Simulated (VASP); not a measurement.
Wanted: the native input for a VASP 6.6.1 run.

| Item | Value |
| --- | --- |
| Task | single point |
| Functional | PBEsol |
| Potentials or basis | VASP PAW PBE potentials, release 64 (Ti_sv, O) |
| Cutoff | 520 eV |
| k mesh | 4 × 4 × 3 |
| Occupations | gaussian, width 0.01 eV |
| Spin | no spin polarisation |
| Dipole correction | no |
| Further INCAR settings | ALGO = Normal; EDIFF = 1e-06; NBANDS = 33 |

The structure of TiO2 lies in POSCAR:

```
TiO2
1.0
    2.7060340000     -2.7066550000      0.0000000000
    2.7060340000      2.7066550000      0.0000000000
   -2.6335310000      0.0000000000      4.7966370000
Ti O
2 4
Direct
    0.1341100000      0.8658900000      0.2500000000
    0.8658900000      0.1341100000      0.7500000000
    0.3312210000      0.0887550000      0.6671490000
    0.6687790000      0.9112450000      0.3328510000
    0.9112450000      0.6687790000      0.8328510000
    0.0684656407      0.3109316407      0.1254531202
```

One way to write it, as run:

INCAR

```
PREC = Accurate
ENCUT = 520
EDIFF = 1E-6
ISMEAR = 0
SIGMA = 0.01
LREAL = F
LASPH = T
NELM = 80
ALGO = Normal
ISIF = 2
LWAVE = F
LCHARG = T
GGA = PS
LELF = T
LVHAR = T
NBANDS = 33
```

KPOINTS

```
regular mesh
0
Gamma
  4 4 3
```

Potentials or basis: VASP PAW PBE potentials, release 64 (Ti_sv, O).

The run is started by

```sh
$ cat potpaw_PBE.64/Ti_sv/POTCAR potpaw_PBE.64/O/POTCAR > POTCAR
$ mpirun -np 1 vasp_std > vasp.out
```

It gave:

```
Pressure               : -2.4 GPa
Largest force          : 3.344 eV/Å
Band gap on the k mesh : 2.00 eV, indirect (least direct gap 2.20 eV)
```

Caveat: the k points lie up to 0.44 Å⁻¹ apart; the PAW data sets were made with another functional, which shifts forces and pressure a little.

It took 37 s on 1 thread of Intel(R) Xeon(R) Platinum 8488C (Sapphire Rapids) (shared host), peak memory 0.19 GiB.
